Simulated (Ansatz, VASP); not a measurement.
## Be2S in VASP and in Ansatz

```
Be S
1.0
     3.32915    0.00000    0.00000
     0.00000    3.23798    0.00000
     0.00000    0.00000   16.81110
Be S
8 4
Direct
  0.24985 0.75000 0.19112
  0.25015 0.25000 0.69112
  0.75015 0.75000 0.70323
  0.74985 0.25000 0.20323
  0.74985 0.75000 0.30888
  0.75015 0.25000 0.80888
  0.24985 0.25000 0.29677
  0.25015 0.75000 0.79677
  0.25015 0.25000 0.88123
  0.24985 0.75000 0.38123
  0.75015 0.25000 0.61877
  0.74985 0.75000 0.11877
```

Alike in both runs: functional PBE; k mesh 10 × 10 × 2; occupations gaussian, width 0.1 eV; no spin polarisation.

Ansatz relaxed the structure, and its values are those at the end. VASP's run is a single point on that final structure, the one shown.

|  | VASP | Ansatz |
| --- | --- | --- |
| version | VASP 6.6.1 | Ansatz 0.2.0 |
| potentials or method | VASP PAW PBE potentials, release 64 (Be, S), cutoff 520 eV | scalar-relativistic, plane waves, PAW |
| valence electrons in the cell | 40 | 40 |

```tsv
	VASP	Ansatz	Ansatz less VASP
gap on the k mesh at the Fermi level (eV)	none	none	-
pressure (GPa)	0.0	0.0	+0.04
```

A gap of «none» marks a metal or a gap that the smearing closes.
